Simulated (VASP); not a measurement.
# Sr (Im-3m) in VASP: further runs

The runs below take Sr through single point, relaxation of volume and atoms at fixed shape, with PBEsol.

Everything below comes from runs of VASP 6.6.1. Logs are shortened: lines on timing, memory, paths and dates and some standing lists are left out, and cuts for length are marked.

**1. The cell of the first run**

The structure is cubic, space group Im-3m (No. 229). Conventional cell: a = 4.672 Å, b = 4.672 Å, c = 4.672 Å, α = 90.00°, β = 90.00°, γ = 90.00°. Sr (site symmetry m-3m) has 14 Sr at 4.05 to 4.67 Å within 5.3 Å.

This isn't the form of Sr at room conditions, which is fcc.

**2. Single point, PBEsol**

Input file INCAR:

```
SYSTEM = Sr
PREC = Accurate
ENCUT = 500
EDIFF = 1E-6
ISMEAR = 1
SIGMA = 0.1
LREAL = .False.
LASPH = .True.
NELM = 120
ALGO = Normal
ISIF = 2
LWAVE = .False.
LCHARG = .False.
GGA = PS
NBANDS = 11
GGA_COMPAT = .False.
```

Input file KPOINTS:

```
Automatic mesh
0
Gamma
  7 7 7
  0 0 0
```

Input file POSCAR:

```
Sr
1.0
   -2.3358211745      2.3358211745      2.3358211745
    2.3358211745     -2.3358211745      2.3358211745
    2.3358211745      2.3358211745     -2.3358211745
Sr
1
Direct
    0.0000000000      0.0000000000      0.0000000000
```

Potentials or basis: VASP PAW PBE potentials, release 64 (Sr_sv).

Launch:

```bash
cat potpaw_PBE.64/Sr_sv/POTCAR > POTCAR
mpirun -np 1 vasp_std > vasp.out
```

OUTCAR:

```text
SYSTEM = Sr
   PREC = Accurate
   ENCUT = 500
   EDIFF = 1E-6
   ISMEAR = 1
   LREAL = .False.
   LASPH = .True.
   NELM = 120
   ISIF = 2
   GGA = PS

 ion  position               nearest neighbor table
   1  0.000  0.000  0.000-

  LATTYP: Found a body centered cubic cell.
 ALAT       =     4.6716423490

  Lattice vectors:

 A1 = (  -2.3358211745,   2.3358211745,   2.3358211745)
 A2 = (   2.3358211745,  -2.3358211745,   2.3358211745)
 A3 = (   2.3358211745,   2.3358211745,  -2.3358211745)

Analysis of symmetry for initial positions (statically):
=====================================================================
 Subroutine PRICEL returns:
 Original cell was already a primitive cell.

 Routine SETGRP: Setting up the symmetry group for a
 body centered cubic supercell.

 Subroutine GETGRP returns: Found 48 space group operations
 (whereof 48 operations were pure point group operations)
 out of a pool of 48 trial point group operations.

The static configuration has the point symmetry O_h .

Analysis of symmetry for dynamics (positions and initial velocities):
=====================================================================
 Subroutine PRICEL returns:
 Original cell was already a primitive cell.

 Routine SETGRP: Setting up the symmetry group for a
 body centered cubic supercell.

 Subroutine GETGRP returns: Found 48 space group operations
 (whereof 48 operations were pure point group operations)
 out of a pool of 48 trial point group operations.

The dynamic configuration has the point symmetry O_h .

 Subroutine INISYM returns: Found 48 space group operations
 (whereof 48 operations are pure point group operations),
 and found     1 'primitive' translations

----------------------------------------------------------------------------------------

                                     Primitive cell

  volume of cell :      50.9775

  direct lattice vectors                    reciprocal lattice vectors
    -2.335821174  2.335821174  2.335821174     0.000000000  0.214057482  0.214057482
     2.335821174 -2.335821174  2.335821174     0.214057482  0.000000000  0.214057482
     2.335821174  2.335821174 -2.335821174     0.214057482  0.214057482  0.000000000

  length of vectors
     4.045760952  4.045760952  4.045760952     0.302722995  0.302722995  0.302722995

  position of ions in fractional coordinates (direct lattice)
     0.000000000  0.000000000  0.000000000

  ion indices of the primitive-cell ions
   primitive index   ion index
                 1           1

----------------------------------------------------------------------------------------

 KPOINTS: Automatic mesh

Automatic generation of k-mesh.
 Grid dimensions read from file:
 generate k-points for:    7    7    7

 Generating k-lattice:

  Cartesian coordinates                     Fractional coordinates (reciprocal lattice)
     0.000000000  0.030579640  0.030579640     0.142857143  0.000000000  0.000000000
     0.030579640  0.000000000  0.030579640     0.000000000  0.142857143  0.000000000
     0.030579640  0.030579640  0.000000000     0.000000000  0.000000000  0.142857143

  Length of vectors
     0.043246142  0.043246142  0.043246142

  Shift w.r.t. Gamma in fractional coordinates (k-lattice)
     0.000000000  0.000000000  0.000000000

 Subroutine IBZKPT returns following result:
 ===========================================

 Found     20 irreducible k-points:

 Following reciprocal coordinates:
            Coordinates               Weight
  0.000000  0.000000  0.000000      1.000000
  0.142857  0.000000  0.000000     12.000000
  0.285714  0.000000  0.000000     12.000000
  0.428571  0.000000  0.000000     12.000000
  0.142857  0.142857  0.000000     24.000000
  0.285714  0.142857  0.000000     48.000000
[... 12 lines left out ...]
 -0.428571 -0.428571  0.285714      8.000000
 -0.428571  0.428571  0.428571      6.000000
   k-points           NKPTS =     20   k-points in BZ     NKDIM =     20   number of bands    NBANDS=     11
   number of dos      NEDOS =    301   number of ions     NIONS =      1
   total plane-waves  NPLWV =  27000
   dimension x,y,z NGX =    30 NGY =   30 NGZ =   30
   dimension x,y,z NGXF=    60 NGYF=   60 NGZF=   60
   ions per type =               1
   NGX,Y,Z   is equivalent  to a cutoff of  12.33, 12.33, 12.33 a.u.
   NGXF,Y,Z  is equivalent  to a cutoff of  24.65, 24.65, 24.65 a.u.
 SYSTEM =  Sr
   PREC   = accura    normal or accurate (medium, high low for compatibility)
   ISTART =      0    job   : 0-new  1-cont  2-samecut
   ICHARG =      2    charge: 1-file 2-atom 10-const
   ISPIN  =      1    spin polarized calculation?
   LNONCOLLINEAR =      F non collinear calculations
   LSORBIT =      F    spin-orbit coupling
   LASPH  =      T    aspherical Exc in radial PAW
   ENCUT  =  500.0 eV  36.75 Ry    6.06 a.u.   7.38  7.38  7.38*2*pi/ulx,y,z
   NELM   =    120;   NELMIN=  2; NELMDL= -5     # of ELM steps
   EDIFF  = 0.1E-05   stopping-criterion for ELM
   LREAL  =      F    real-space projection
   EDIFFG = 0.1E-04   stopping-criterion for IOM
   NSW    =      0    number of steps for IOM
   IBRION =     -1    ionic relax: 0-MD 1-quasi-New 2-CG
   NFREE  =      0    steps in history (QN), initial steepest desc. (CG)
   ISIF   =      2    stress and relaxation
   ISYM   =      2    0-nonsym 1-usesym 2-fastsym
   POTIM  = 0.5000    time-step for ionic-motion
   TEBEG  =    0.0;   TEEND  =   0.0 temperature during run
   PSTRESS=    0.0 pullay stress
   NELECT =      10.0000    total number of electrons
   NUPDOWN=      -1.0000    fix difference up-down
   EMIN   =  10.00;   EMAX   =-10.00  energy-range for DOS
   EFERMI =   0.00;   METHOD = LEGACY
   ISMEAR =     1;   SIGMA  =   0.10  broadening in eV -4-tet -1-fermi 0-gaus
   EFERMI_NEDOS =   21; number of points for ismear=-14 and -15
   IALGO  =     38    algorithm
   IMIX   =      4    mixing-type and parameters
     AMIX     =   0.40;   BMIX     =  1.00
     AMIX_MAG =   1.60;   BMIX_MAG =  1.00
  volume/ion in A,a.u.               =      50.98       344.01
  Fermi-wavevector in a.u.,A,eV,Ry     =   0.951222  1.797549 12.310870  0.904823
  Thomas-Fermi vector in A             =   2.079672
   LORBIT       =      0    0 simple, 1 ext, 2 COOP (PROOUT), +10 PAW based schemes
   GGA     = PS    functional components
   LHFCALC =     F    Hartree Fock is set to
   AEXX    =    0.0000 exact exchange contribution
   IVDW    =     0    specifies the selected vdW correction
   LEPSILON=     F    determine dielectric tensor
   LRPA    =     F    only Hartree local field effects (RPA)
 non-spin polarized calculation
 Methfessel and Paxton  Order N= 1 SIGMA  =   0.10
  energy-cutoff  :      500.00
  volume of cell :       50.98
 maximum number of plane-waves:      1310
 NGX is ok and might be reduce to    30
   NGX = 15   NGY = 15   NGZ = 15

 number of electron      10.0000000 magnetization

 Free energy of the ion-electron system (eV)
  ---------------------------------------------------
  ext. energy  EPLUGINS =         0.00000000
  ---------------------------------------------------
  free energy    TOTEN  =        -1.84148727 eV

  energy without entropy =       -1.84185910  energy(sigma->0) =       -1.84161121

 E-fermi :   1.7213     XC(G=0):  -7.6685

 val. band max:        1.7067004908   @ k =  -0.4286  -0.4286   0.2857
 cond. band min:       1.8791058004   @ k =  -0.4286  -0.4286   0.1429
 fundamental gap:      0.1724053096
 Fermi energy:         1.7212863673

 k-point     1 :       0.0000    0.0000    0.0000
  band No.  band energies     occupation
      1     -34.6264      2.00000
      2     -16.5094      2.00000
      3     -16.5094      2.00000
      4     -16.5094      2.00000
      5      -2.0112      2.00000
      6       4.2072      0.00000
      7       4.2072      0.00000
      8       4.2072      0.00000
      9       5.6417      0.00000
     10       5.6417      0.00000
     11      10.1316      0.00000

 k-point     2 :       0.1429    0.0000    0.0000
  band No.  band energies     occupation
      1     -34.6223      2.00000
      2     -16.5606      2.00000
      3     -16.5259      2.00000
      4     -16.5096      2.00000
      5      -1.6421      2.00000
      6       3.9015      0.00000
      7       3.9155      0.00000
      8       4.5737      0.00000
      9       5.3249      0.00000
     10       5.6316      0.00000
     11      10.4343      0.00000

 k-point     3 :       0.2857    0.0000    0.0000
  band No.  band energies     occupation
      1     -34.6129      2.00000
      2     -16.6725      2.00000
      3     -16.5624      2.00000
      4     -16.5098      2.00000
      5      -0.6604      2.00000
      6       2.9953     -0.00000
      7       3.3574     -0.00000
      8       5.4414      0.00000
      9       5.6235      0.00000
     10       5.7557      0.00000
     11       9.6498      0.00000

 k-point     4 :       0.4286    0.0000    0.0000
  band No.  band energies     occupation
      1     -34.6054      2.00000
      2     -16.7594      2.00000
      3     -16.5914      2.00000
      4     -16.5100      2.00000
      5       0.4587      2.00000
      6       2.2456     -0.00000
      7       3.0070     -0.00000
      8       5.5132      0.00000
      9       6.0951      0.00000
     10       7.1052      0.00000
     11       8.3932      0.00000
[... 183 lines left out ...]
 k-point    18 :      -0.4286    0.4286    0.2857
  band No.  band energies     occupation
      1     -34.5951      2.00000
      2     -16.7160      2.00000
      3     -16.6522      2.00000
      4     -16.6259      2.00000
      5       1.3479      2.00000
      6       1.9623     -0.00343
      7       4.0217      0.00000
      8       4.1946      0.00000
      9       5.6348      0.00000
     10       6.7996      0.00000
     11       8.3464      0.00000

 k-point    19 :      -0.4286   -0.4286    0.2857
  band No.  band energies     occupation
      1     -34.5921      2.00000
      2     -16.6993      2.00000
      3     -16.6993      2.00000
      4     -16.6335      2.00000
      5       1.7067      1.24398
      6       1.7067      1.24398
      7       3.6341     -0.00000
      8       5.4136      0.00000
      9       5.4136      0.00000
     10       7.3219      0.00000
     11       7.8131      0.00000

 k-point    20 :      -0.4286    0.4286    0.4286
  band No.  band energies     occupation
      1     -34.5893      2.00000
      2     -16.6943      2.00000
      3     -16.6855      2.00000
      4     -16.6855      2.00000
      5       1.5170      2.01390
      6       1.6435      1.96824
      7       5.1817      0.00000
      8       5.1817      0.00000
      9       5.2300      0.00000
     10       6.8699      0.00000
     11       7.8075      0.00000

------------------------ aborting loop because EDIFF is reached ----------------------------------------

  FORCE on cell =-STRESS in cart. coord.  units (eV):
  Direction    XX          YY          ZZ          XY          YZ          ZX
  --------------------------------------------------------------------------------------
  -------------------------------------------------------------------------------------
  Total       -0.0072816     -0.0072816     -0.0072816      0.0000000      0.0000000     -0.0000000
  in kB       -0.2288541     -0.2288541     -0.2288541      0.0000000      0.0000000     -0.0000000
  external PRESSURE =      -0.2288541 kB  Pullay stress =       0.0000000 kB

 VOLUME and BASIS-vectors are now :
 -----------------------------------------------------------------------------
  energy-cutoff  :      500.00
  volume of cell :       50.98
      direct lattice vectors                 reciprocal lattice vectors
    -2.335821174  2.335821174  2.335821174     0.000000000  0.214057482  0.214057482
     2.335821174 -2.335821174  2.335821174     0.214057482  0.000000000  0.214057482
     2.335821174  2.335821174 -2.335821174     0.214057482  0.214057482  0.000000000

 POSITION                                       TOTAL-FORCE (eV/Angst)
 -----------------------------------------------------------------------------------
      0.00000      0.00000      0.00000         0.000000      0.000000     -0.000000
 -----------------------------------------------------------------------------------
    total drift:                               -0.000000     -0.000000      0.000000

  FREE ENERGIE OF THE ION-ELECTRON SYSTEM (eV)
  ---------------------------------------------------
  free  energy   TOTEN  =        -1.8414872716 eV

  energy  without entropy=       -1.8418591009  energy(sigma->0) =       -1.84161121
```

Run time: 8.7 s. Hardware: 1 thread of Intel Xeon Platinum 8488C (Sapphire Rapids), shared host; peak memory 0.16 GiB.

Results:

```
Free energy            : -1.8415 eV
Pressure               : 0.0 GPa
Band gap on the k mesh : zero (bands 5 and 6 overlap by 0.41 eV)
```

Caveat: the PAW data sets were made with another functional, which shifts forces and pressure a little.

(Continued in part 2 of 2.)
